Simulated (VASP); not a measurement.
# TcB (P6_3/mmc) in VASP: a series of runs

The runs below take TcB through single point, with LDA.

Everything below comes from runs of VASP 6.6.1. Logs are shortened: lines on timing, memory, paths and dates and some standing lists are left out, and cuts for length are marked.

## 1. The cell of the first run

The structure is hexagonal, space group P6_3/mmc (No. 194). Conventional cell: a = 2.875 Å, b = 2.875 Å, c = 5.946 Å, α = 90.00°, β = 90.00°, γ = 120.00°. Within 2.9 Å of Tc (site symmetry -3m) lie 6 B at 2.23 Å and 6 Tc at 2.88 Å. B (site symmetry -6m2) has 6 Tc at 2.23 Å and 6 B at 2.88 Å within 2.9 Å.

## 2. Single point, LDA

Contents of INCAR:

```
PREC     = Accurate       # precision mode
ENCUT    = 520            # plane-wave cutoff, eV
EDIFF    = 1E-6           # SCF threshold, eV
ISMEAR   = -1             # smearing method
SIGMA    = 0.1            # smearing width, eV
LREAL    = False          # projectors in reciprocal space
LASPH    = True           # aspherical terms in the spheres
NELM     = 60             # most SCF steps
ALGO     = Normal         # electronic algorithm
ISIF     = 2              # what is computed and relaxed
LWAVE    = False          # write WAVECAR
LCHARG   = True           # write CHGCAR
GGA      = CA             # functional
LELF     = True           # ELF
LVHAR    = True         
NBANDS   = 24             # bands
```

Contents of KPOINTS:

```
regular mesh
0
Gamma
  9 9 4
```

Contents of POSCAR:

```
TcB
1.0
    2.8754320000      0.0000000000      0.0000000000
   -1.4377160000      2.4901971589      0.0000000000
    0.0000000000      0.0000000000      5.9458570000
Tc B
2 2
Direct
    0.0000000000      0.0000000000      0.0000000000
    0.0000000000      0.0000000000      0.5000000000
    0.6666670000      0.3333330000      0.7500000000
    0.3333330000      0.6666670000      0.2500000000
```

Potentials or basis: VASP PAW LDA potentials, release 64 (Tc_pv, B).

Command:

```sh
> cat potpaw_LDA.64/Tc_pv/POTCAR potpaw_LDA.64/B/POTCAR > POTCAR
> mpirun -np 1 vasp_std > vasp.out
```

OUTCAR:

```text
PREC = Accurate
   ENCUT = 520
   EDIFF = 1E-6
   ISMEAR = -1
   LREAL = False
   LASPH = True
   NELM = 60
   ISIF = 2
   GGA = CA

 ion  position               nearest neighbor table
   1  0.000  0.000  0.000-   3 2.23   4 2.23   3 2.23   4 2.23   3 2.23   4 2.23   2 2.97   2 2.97

   2  0.000  0.000  0.500-   3 2.23   4 2.23   3 2.23   4 2.23   3 2.23   4 2.23   1 2.97   1 2.97

   3  0.667  0.333  0.750-   1 2.23   2 2.23   1 2.23   2 2.23   1 2.23   2 2.23
   4  0.333  0.667  0.250-   1 2.23   2 2.23   1 2.23   2 2.23   1 2.23   2 2.23

  LATTYP: Found a hexagonal cell.
 ALAT       =     2.8754320000
 C/A-ratio  =     2.0678134625

  Lattice vectors:

 A1 = (   2.8754320000,   0.0000000000,   0.0000000000)
 A2 = (  -1.4377160000,   2.4901971589,   0.0000000000)
 A3 = (   0.0000000000,   0.0000000000,   5.9458570000)

Analysis of symmetry for initial positions (statically):
=====================================================================
 Subroutine PRICEL returns:
 Original cell was already a primitive cell.

 Routine SETGRP: Setting up the symmetry group for a
 hexagonal supercell.

 Subroutine GETGRP returns: Found 24 space group operations
 (whereof 12 operations were pure point group operations)
 out of a pool of 24 trial point group operations.

The static configuration has the point symmetry D_3d.
 The point group associated with its full space group is D_6h.

Analysis of symmetry for dynamics (positions and initial velocities):
=====================================================================
 Subroutine PRICEL returns:
 Original cell was already a primitive cell.

 Routine SETGRP: Setting up the symmetry group for a
 hexagonal supercell.

 Subroutine GETGRP returns: Found 24 space group operations
 (whereof 12 operations were pure point group operations)
 out of a pool of 24 trial point group operations.

The dynamic configuration has the point symmetry D_3d.
 The point group associated with its full space group is D_6h.

 Subroutine INISYM returns: Found 24 space group operations
 (whereof 12 operations are pure point group operations),
 and found     1 'primitive' translations

----------------------------------------------------------------------------------------

                                     Primitive cell

  volume of cell :      42.5747

  direct lattice vectors                    reciprocal lattice vectors
     2.875432000  0.000000000  0.000000000     0.347773830  0.200787314  0.000000000
    -1.437716000  2.490197159  0.000000000     0.000000000  0.401574629  0.000000000
     0.000000000  0.000000000  5.945857000     0.000000000  0.000000000  0.168184334

  length of vectors
     2.875432000  2.875432000  5.945857000     0.401574629  0.401574629  0.168184334

  position of ions in fractional coordinates (direct lattice)
     0.000000000  0.000000000  0.000000000
     0.000000000  0.000000000  0.500000000
     0.666667000  0.333333000  0.750000000
     0.333333000  0.666667000  0.250000000

  ion indices of the primitive-cell ions
   primitive index   ion index
                 1           1
                 2           2
                 3           3
                 4           4

----------------------------------------------------------------------------------------

 KPOINTS: regular mesh

Automatic generation of k-mesh.
 Grid dimensions read from file:
 generate k-points for:    9    9    4

 Generating k-lattice:

  Cartesian coordinates                     Fractional coordinates (reciprocal lattice)
     0.038641537  0.022309702  0.000000000     0.111111111  0.000000000  0.000000000
     0.000000000  0.044619403  0.000000000     0.000000000  0.111111111  0.000000000
     0.000000000  0.000000000  0.042046084     0.000000000  0.000000000  0.250000000

  Length of vectors
     0.044619403  0.044619403  0.042046084

  Shift w.r.t. Gamma in fractional coordinates (k-lattice)
     0.000000000  0.000000000  0.000000000

 Subroutine IBZKPT returns following result:
 ===========================================

 Found     36 irreducible k-points:

 Following reciprocal coordinates:
            Coordinates               Weight
  0.000000  0.000000  0.000000      1.000000
  0.111111  0.000000  0.000000      6.000000
  0.222222  0.000000  0.000000      6.000000
  0.333333  0.000000  0.000000      6.000000
  0.444444  0.000000  0.000000      6.000000
  0.111111  0.111111  0.000000      6.000000
[... 16 lines left out ...]
  0.333333  0.222222  0.250000     24.000000
  0.333333  0.333333  0.250000      4.000000
 [... further k-points ...]
   k-points           NKPTS =     36   k-points in BZ     NKDIM =     36   number of bands    NBANDS=     24
   number of dos      NEDOS =    301   number of ions     NIONS =      4
   total plane-waves  NPLWV =  27648
   dimension x,y,z NGX =    24 NGY =   24 NGZ =   48
   dimension x,y,z NGXF=    48 NGYF=   48 NGZF=   96
   ions per type =               2   2
   NGX,Y,Z   is equivalent  to a cutoff of  13.88, 13.88, 13.42 a.u.
   NGXF,Y,Z  is equivalent  to a cutoff of  27.75, 27.75, 26.84 a.u.
 SYSTEM =  unknown system
   PREC   = accura    normal or accurate (medium, high low for compatibility)
   ISTART =      0    job   : 0-new  1-cont  2-samecut
   ICHARG =      2    charge: 1-file 2-atom 10-const
   ISPIN  =      1    spin polarized calculation?
   LNONCOLLINEAR =      F non collinear calculations
   LSORBIT =      F    spin-orbit coupling
   LASPH  =      T    aspherical Exc in radial PAW
   ENCUT  =  520.0 eV  38.22 Ry    6.18 a.u.   5.35  5.35 11.06*2*pi/ulx,y,z
   NELM   =     60;   NELMIN=  2; NELMDL= -5     # of ELM steps
   EDIFF  = 0.1E-05   stopping-criterion for ELM
   LREAL  =      F    real-space projection
[... 7 lines left out ...]
   TEBEG  =    0.0;   TEEND  =   0.0 temperature during run
   PSTRESS=    0.0 pullay stress
   NELECT =      32.0000    total number of electrons
   NUPDOWN=      -1.0000    fix difference up-down
   EMIN   =  10.00;   EMAX   =-10.00  energy-range for DOS
   EFERMI =   0.00;   METHOD = LEGACY
   ISMEAR =    -1;   SIGMA  =   0.10  broadening in eV -4-tet -1-fermi 0-gaus
   EFERMI_NEDOS =   21; number of points for ismear=-14 and -15
   IALGO  =     38    algorithm
   IMIX   =      4    mixing-type and parameters
     AMIX     =   0.40;   BMIX     =  1.00
     AMIX_MAG =   1.60;   BMIX_MAG =  1.00
  volume/ion in A,a.u.               =      10.64        71.83
  Fermi-wavevector in a.u.,A,eV,Ry     =   1.488473  2.812807 30.144427  2.215553
  Thomas-Fermi vector in A             =   2.601504
   LORBIT       =      0    0 simple, 1 ext, 2 COOP (PROOUT), +10 PAW based schemes
   GGA     = CA    functional components
   LHFCALC =     F    Hartree Fock is set to
   AEXX    =    0.0000 exact exchange contribution
   IVDW    =     0    specifies the selected vdW correction
   LEPSILON=     F    determine dielectric tensor
   LRPA    =     F    only Hartree local field effects (RPA)
 non-spin polarized calculation
  energy-cutoff  :      520.00
  volume of cell :       42.57
 maximum number of plane-waves:      1174
 NGX is ok and might be reduce to    24
   NGX = 11   NGY = 11   NGZ = 23

 number of electron      32.0000000 magnetization

 Free energy of the ion-electron system (eV)
  ---------------------------------------------------
  ext. energy  EPLUGINS =         0.00000000
  ---------------------------------------------------
  free energy    TOTEN  =       -39.29322192 eV

  energy without entropy =      -39.23404267  energy(sigma->0) =      -39.26363230

 E-fermi :  10.2950     XC(G=0): -13.4010

 val. band max:       10.2473105946   @ k =   0.3333   0.2222   0.0000
 cond. band min:      10.4170046957   @ k =   0.2222   0.2222   0.0000
 fundamental gap:      0.1696941011
 Fermi energy:        10.2949522635

 k-point     1 :       0.0000    0.0000    0.0000
  band No.  band energies     occupation
      1     -28.3817      2.00000
      2     -28.0312      2.00000
      3     -27.9549      2.00000
      4     -27.9549      2.00000
      5     -27.9260      2.00000
      6     -27.9259      2.00000
[... 16 lines left out ...]
     23      19.7109      0.00000
     24      19.7109      0.00000

 k-point     2 :       0.1111    0.0000    0.0000
  band No.  band energies     occupation
      1     -28.3680      2.00000
      2     -28.0323      2.00000
      3     -28.0205      2.00000
      4     -28.0010      2.00000
      5     -27.9730      2.00000
      6     -27.9432      2.00000
[... 16 lines left out ...]
     23      19.0588      0.00000
     24      19.3951      0.00000

 k-point     3 :       0.2222    0.0000    0.0000
  band No.  band energies     occupation
      1     -28.3332      2.00000
      2     -28.2248      2.00000
      3     -28.1884      2.00000
      4     -28.0182      2.00000
      5     -27.9930      2.00000
      6     -27.9868      2.00000
[... 16 lines left out ...]
     23      18.0731      0.00000
     24      19.2250      0.00000

 k-point     4 :       0.3333    0.0000    0.0000
  band No.  band energies     occupation
      1     -28.4383      2.00000
      2     -28.3963      2.00000
      3     -28.2932      2.00000
      4     -28.0693      2.00000
      5     -28.0359      2.00000
      6     -27.9617      2.00000
[... 16 lines left out ...]
     23      17.9360      0.00000
     24      19.6441      0.00000

 k-point     5 :       0.4444    0.0000    0.0000
  band No.  band energies     occupation
      1     -28.5747      2.00000
      2     -28.5293      2.00000
      3     -28.2670      2.00000
      4     -28.1024      2.00000
      5     -28.0678      2.00000
      6     -27.9411      2.00000
[... 451 lines left out ...]
 k-point    22 :       0.2222    0.2222    0.2500
  band No.  band energies     occupation
      1     -28.4426      2.00000
      2     -28.4126      2.00000
      3     -28.2286      2.00000
      4     -28.1721      2.00000
      5     -28.1466      2.00000
      6     -27.9968      2.00000
[... 16 lines left out ...]
     23      18.5566      0.00000
     24      18.6058      0.00000

 k-point    23 :       0.3333    0.2222    0.2500
  band No.  band energies     occupation
      1     -28.4903      2.00000
      2     -28.4593      2.00000
      3     -28.2560      2.00000
      4     -28.2287      2.00000
      5     -28.2090      2.00000
      6     -27.9804      2.00000
[... 16 lines left out ...]
     23      18.6527      0.00000
     24      19.0248      0.00000

 k-point    24 :       0.3333    0.3333    0.2500
  band No.  band energies     occupation
      1     -28.3968      2.00000
      2     -28.3968      2.00000
      3     -28.3670      2.00000
      4     -28.3670      2.00000
      5     -28.2023      2.00000
      6     -27.9748      2.00000
[... 16 lines left out ...]
     23      18.9241      0.00000
     24      18.9241      0.00000

 [... further k-points ...]

------------------------ aborting loop because EDIFF is reached ----------------------------------------

  FORCE on cell =-STRESS in cart. coord.  units (eV):
  Direction    XX          YY          ZZ          XY          YZ          ZX
  --------------------------------------------------------------------------------------
  -------------------------------------------------------------------------------------
  Total       -3.4768547     -3.4768547     -3.9453092     -0.0000000     -0.0000000      0.0000000
  in kB     -130.8415963   -130.8415963   -148.4705551     -0.0000000     -0.0000000      0.0000000
  external PRESSURE =    -136.7179159 kB  Pullay stress =       0.0000000 kB

 VOLUME and BASIS-vectors are now :
 -----------------------------------------------------------------------------
  energy-cutoff  :      520.00
  volume of cell :       42.57
      direct lattice vectors                 reciprocal lattice vectors
     2.875432000  0.000000000  0.000000000     0.347773830  0.200787314  0.000000000
    -1.437716000  2.490197159  0.000000000     0.000000000  0.401574629  0.000000000
     0.000000000  0.000000000  5.945857000     0.000000000  0.000000000  0.168184334

 POSITION                                       TOTAL-FORCE (eV/Angst)
 -----------------------------------------------------------------------------------
      0.00000      0.00000      0.00000         0.000000      0.000000     -0.000000
      0.00000      0.00000      2.97293         0.000000      0.000000     -0.000000
      1.43772      0.83006      4.45939         0.000000     -0.000000      0.000000
     -0.00000      1.66013      1.48646        -0.000000      0.000000     -0.000000
 -----------------------------------------------------------------------------------
    total drift:                                0.000000     -0.000000     -0.000000

  FREE ENERGIE OF THE ION-ELECTRON SYSTEM (eV)
  ---------------------------------------------------
  free  energy   TOTEN  =       -39.2932219245 eV

  energy  without entropy=      -39.2340426679  energy(sigma->0) =      -39.26363230
```

It took 28 s on 1 thread of AMD EPYC 7R43 (Zen 3), shared host; peak memory 0.13 GiB.

Results:

```
Free energy            : -39.2932 eV
Pressure               : -13.7 GPa
Band gap on the k mesh : zero (band 16 reaches 10.96 eV, above the bottom of band 17 at 9.90 eV)
```

## 3. Single point, LDA

Contents of INCAR:

```
SYSTEM = TcB
PREC = Accurate ; ENCUT = 520
EDIFF = 1E-6 ; ISMEAR = -1
SIGMA = 0.1 ; LREAL = .FALSE.
LASPH = .TRUE. ; NELM = 100
ALGO = Normal ; ISIF = 2
LWAVE = .FALSE. ; LCHARG = .TRUE.
LELF = .TRUE. ; LVHAR = .TRUE.
NBANDS = 24
```

Contents of KPOINTS:

```
regular mesh
0
G
  9 9 4
  0 0 0
```

POSCAR is that of step 2.

Potentials or basis: VASP PAW LDA potentials, release 64 (Tc_pv, B).

Command:

```sh
> cat potpaw_LDA.64/Tc_pv/POTCAR potpaw_LDA.64/B/POTCAR > POTCAR
> mpirun -np 1 vasp_std > vasp.out
```

OUTCAR:

```text
SYSTEM = TcB
   PREC = Accurate
   ENCUT = 520
   EDIFF = 1E-6
   ISMEAR = -1
   LREAL = .FALSE.
   LASPH = .TRUE.
   NELM = 100
   ISIF = 2

 ion  position               nearest neighbor table
   1  0.000  0.000  0.000-   3 2.23   4 2.23   3 2.23   4 2.23   3 2.23   4 2.23   2 2.97   2 2.97

   2  0.000  0.000  0.500-   3 2.23   4 2.23   3 2.23   4 2.23   3 2.23   4 2.23   1 2.97   1 2.97

   3  0.667  0.333  0.750-   1 2.23   2 2.23   1 2.23   2 2.23   1 2.23   2 2.23
   4  0.333  0.667  0.250-   1 2.23   2 2.23   1 2.23   2 2.23   1 2.23   2 2.23

  LATTYP: Found a hexagonal cell.
 ALAT       =     2.8754320000
 C/A-ratio  =     2.0678134625

  Lattice vectors:

 A1 = (   2.8754320000,   0.0000000000,   0.0000000000)
 A2 = (  -1.4377160000,   2.4901971589,   0.0000000000)
 A3 = (   0.0000000000,   0.0000000000,   5.9458570000)

Analysis of symmetry for initial positions (statically):
=====================================================================
 Subroutine PRICEL returns:
 Original cell was already a primitive cell.

 Routine SETGRP: Setting up the symmetry group for a
 hexagonal supercell.

 Subroutine GETGRP returns: Found 24 space group operations
[... 174 lines left out ...]
 cond. band min:      10.4170046957   @ k =   0.2222   0.2222   0.0000
 fundamental gap:      0.1696941011
 Fermi energy:        10.2949522635

 k-point     1 :       0.0000    0.0000    0.0000
  band No.  band energies     occupation
      1     -28.3817      2.00000
      2     -28.0312      2.00000
      3     -27.9549      2.00000
      4     -27.9549      2.00000
      5     -27.9260      2.00000
      6     -27.9259      2.00000
[... 637 lines left out ...]
     23      18.9241      0.00000
     24      18.9241      0.00000

 [... further k-points ...]

------------------------ aborting loop because EDIFF is reached ----------------------------------------

  FORCE on cell =-STRESS in cart. coord.  units (eV):
  Direction    XX          YY          ZZ          XY          YZ          ZX
  --------------------------------------------------------------------------------------
  -------------------------------------------------------------------------------------
  Total       -3.4768547     -3.4768547     -3.9453092     -0.0000000     -0.0000000      0.0000000
  in kB     -130.8415963   -130.8415963   -148.4705551     -0.0000000     -0.0000000      0.0000000
  external PRESSURE =    -136.7179159 kB  Pullay stress =       0.0000000 kB

 VOLUME and BASIS-vectors are now :
 -----------------------------------------------------------------------------
  energy-cutoff  :      520.00
  volume of cell :       42.57
      direct lattice vectors                 reciprocal lattice vectors
     2.875432000  0.000000000  0.000000000     0.347773830  0.200787314  0.000000000
    -1.437716000  2.490197159  0.000000000     0.000000000  0.401574629  0.000000000
     0.000000000  0.000000000  5.945857000     0.000000000  0.000000000  0.168184334

 POSITION                                       TOTAL-FORCE (eV/Angst)
 -----------------------------------------------------------------------------------
      0.00000      0.00000      0.00000         0.000000      0.000000     -0.000000
      0.00000      0.00000      2.97293         0.000000      0.000000     -0.000000
      1.43772      0.83006      4.45939         0.000000     -0.000000      0.000000
     -0.00000      1.66013      1.48646        -0.000000      0.000000     -0.000000
 -----------------------------------------------------------------------------------
    total drift:                                0.000000     -0.000000     -0.000000

  FREE ENERGIE OF THE ION-ELECTRON SYSTEM (eV)
  ---------------------------------------------------
  free  energy   TOTEN  =       -39.2932219245 eV

  energy  without entropy=      -39.2340426679  energy(sigma->0) =      -39.26363230
```

OSZICAR:

```text
N       E                     dE             d eps       ncg     rms          rms(c)
DAV:   1     0.331545218175E+03    0.33155E+03   -0.18099E+04  1800   0.133E+03
DAV:   2    -0.343942045593E+02   -0.36594E+03   -0.35156E+03  2040   0.394E+02
DAV:   3    -0.443644871064E+02   -0.99703E+01   -0.98353E+01  1992   0.732E+01
DAV:   4    -0.444490219387E+02   -0.84535E-01   -0.84510E-01  1920   0.710E+00
DAV:   5    -0.444498497751E+02   -0.82784E-03   -0.82783E-03  2024   0.689E-01    0.290E+01
DAV:   6    -0.398333027939E+02    0.46165E+01   -0.17365E+01  1752   0.378E+01    0.467E+00
DAV:   7    -0.393558131474E+02    0.47749E+00   -0.21865E+00  1728   0.130E+01    0.518E+00
DAV:   8    -0.392946483782E+02    0.61165E-01   -0.11512E-01  1920   0.234E+00    0.238E-01
DAV:   9    -0.392932653905E+02    0.13830E-02   -0.28402E-03  1808   0.375E-01    0.108E-01
DAV:  10    -0.392932383608E+02    0.27030E-04   -0.47330E-04  1928   0.162E-01    0.388E-02
DAV:  11    -0.392932223115E+02    0.16049E-04   -0.20209E-05  2016   0.287E-02    0.113E-02
DAV:  12    -0.392932219245E+02    0.38695E-06   -0.90711E-07  1016   0.820E-03
   1 F= -.39293222E+02 E0= -.39263632E+02  d E =-.591793E-01
```

Wall time 28 s (1 thread of AMD EPYC 7R43 (Zen 3), shared host); peak memory 0.13 GiB.

Results:

- Free energy: -39.2932 eV
- Pressure: -13.7 GPa
- Band gap on the k mesh: zero (band 16 reaches 10.96 eV, above the bottom of band 17 at 9.90 eV)
